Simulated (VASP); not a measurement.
Here is a VASP 6.6.1 calculation.

The input INCAR:

```
SYSTEM = Hf2TaN4
  ALGO = Normal
  EDIFF = 1E-6
  EDIFFG = -0.08
  ENCUT = 600
  GGA = PE
  IBRION = 2
  ISIF = 3
  ISMEAR = 0
  LASPH = .True.
  LCHARG = .False.
  LREAL = .False.
  LWAVE = .False.
  NELM = 80
  NSW = 36
  PREC = Accurate
  SIGMA = 0.15
```

Contents of KPOINTS:

```
k-points
0
Gamma
  2 2 4
  0 0 0
```

The input POSCAR:

```
Hf2TaN4
1.0
    3.3770517000     -4.6811961800      0.0000000000
    3.3770517000      4.6811961800      0.0000000000
    0.0000000000      0.0000000000      3.1976733600
Hf Ta N
2 1 4
Direct
    0.5000000000      0.0000000000      0.5000000000
    0.0000000000      0.5000000000      0.5000000000
    0.0000000000      0.0000000000      0.0000000000
    0.2291006300      0.7708993700      0.0000000000
    0.7708993700      0.2291006300      0.0000000000
    0.2173306000      0.2173306000      0.5000000000
    0.7826694000      0.7826694000      0.5000000000
```

Potentials or basis: VASP PAW PBE potentials, release 64 (Hf_pv, Ta_pv, N).

The run is started by

```sh
$ cat potpaw_PBE.64/Hf_pv/POTCAR potpaw_PBE.64/Ta_pv/POTCAR potpaw_PBE.64/N/POTCAR > POTCAR
$ mpirun -np 1 vasp_std > vasp.out
```

(1) What does it give for the relaxed cell?

(2) Predict the relaxed volume.

Results:

(1) a = 5.432 Å, b = 5.432 Å, c = 3.154 Å, α = 90.00°, β = 90.00°, γ = 107.30°.

(2) 12.69 Å³/atom.

Caveat: the k points lie up to 0.61 Å⁻¹ apart in the final cell, too coarse for converged energies and pressures of a metal; an odd number of electrons without spin polarisation forces a metal; a magnetic or distorted state may lie lower.
